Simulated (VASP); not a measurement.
Input of a VASP 6.6.1 run:

File INCAR:

```
SYSTEM = C
PREC = Accurate ; ENCUT = 520
EDIFF = 1E-6 ; ISMEAR = 0
SIGMA = 0.05 ; LREAL = .FALSE.
LASPH = .TRUE. ; NELM = 60
ALGO = Normal ; ISIF = 2
LWAVE = .FALSE. ; LCHARG = .FALSE.
GGA = CA ; NBANDS = 11
```

Contents of KPOINTS:

```
regular mesh
0
G
  12 12 12
  0 0 0
```

The input POSCAR:

```
C
1.0
    1.1973256878      0.6912763082      3.2633355684
   -1.1973256878      0.6912763082      3.2633355684
    0.0000000000     -1.3825526163      3.2633355684
C
2
Direct
    0.1640000000      0.1640000000      0.1640000000
    0.8360000000      0.8360000000      0.8360000000
```

Potentials or basis: VASP PAW LDA potentials, release 64 (C).

Run with:

```console
$ cat potpaw_LDA.64/C/POTCAR > POTCAR
$ mpirun -np 1 vasp_std > vasp.out
```

Task: What does it give for the largest force?

Result: 0.842 eV/Å.

Task: Predict the band gap on the k mesh.

Result: 0.86 eV, direct.

Forces on the atoms (eV/Å):
```
C    0.000  0.000  0.842
C    0.000  0.000 -0.842
```

Caveat: the cell differs from its parent crystal (strain -0.025 along x and y, -0.025 along z). A k mesh can miss the band edges.
